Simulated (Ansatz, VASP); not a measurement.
# In2Sb2Cl in VASP and in Ansatz

File INCAR:

```
SYSTEM = In2Sb2Cl
PREC = Accurate
ENCUT = 520
EDIFF = 1E-7
ISMEAR = 0
SIGMA = 0.1
LREAL = .FALSE.
LASPH = .TRUE.
NELM = 60
ALGO = Normal
ISIF = 2
LWAVE = .FALSE.
LCHARG = .FALSE.
LDIPOL = .TRUE.
IDIPOL = 3
DIPOL = 0.5 0.5 0.342
GGA = PE
IVDW = 12
NBANDS = 30
```

The input KPOINTS:

```
regular mesh
0
G
  6 6 1
  0 0 0
```

Contents of POSCAR:

```
In2Sb2Cl
1.0
    4.6293886023      0.0000000000      0.0000000000
   -2.3146943012      4.0091681336      0.0000000000
    0.0000000000      0.0000000000     22.0151773295
Sb In Cl
2 2 1
Direct
    0.0000000000      0.0000000000      0.1816928358
    0.3333333333      0.6666666667      0.3609342971
    0.3333333333      0.6666666667      0.2246164052
    0.6666666667      0.3333333333      0.3958713209
    1.1111111111      0.4444444444      0.5457679105
```

Input for Ansatz:

```yaml
crystal:
  lattice:
    - [4.6293886023, 0.0, 0.0]
    - [-2.3146943012, 4.0091681336, 0.0]
    - [0.0, 0.0, 22.0151773295]
  atoms:
    - { symbol: Sb, position: [0.0, 0.0, 0.1816928358] }
    - { symbol: In, position: [0.3333333333, 0.6666666667, 0.2246164052] }
    - { symbol: Sb, position: [0.3333333333, 0.6666666667, 0.3609342971] }
    - { symbol: In, position: [0.6666666667, 0.3333333333, 0.3958713209] }
    - { symbol: Cl, position: [1.1111111111, 0.4444444444, 0.5457679105] }
basis:
  ecutwfc: 420
kpoints:
  mp_grid: { grid: [6, 6, 1] }
hamiltonian:
  xc: pbe
  pseudopotentials: { kind: paw, azcp: { folder: soft_1 } }
  dispersion: d3bj
scf:
  occupations: { method: gaussian, width: 0.1 }
output:
  forces: true
  eigenvalues: true
efield:
  axis: 3
  dipole_correction: true
  ramp_width: 0.04
```

Alike in both runs: task single point; functional PBE; dispersion D3(BJ); k mesh 6 × 6 × 1; occupations gaussian, width 0.1 eV; no spin polarisation.

|  | VASP | Ansatz |
| --- | --- | --- |
| version | VASP 6.6.1 | Ansatz 0.2.0 |
| potentials or method | VASP PAW PBE potentials, release 64 (Sb, In_d, Cl), cutoff 520 eV | scalar-relativistic, plane waves, PAW |
| valence electrons in the cell | 43 | 63 |

```csv
,VASP,Ansatz,Ansatz less VASP
gap on the k mesh at the Fermi level (eV),none,none,-
rms of the force components (eV/Å),0.332,0.332,-0.0004
```

A gap of «none» marks a metal or a gap that the smearing closes. VASP's potentials hold 43 valence electrons a cell and Ansatz's 63, so a difference there can come from the potentials and not from the codes.

Neither program's run includes spin-orbit coupling.
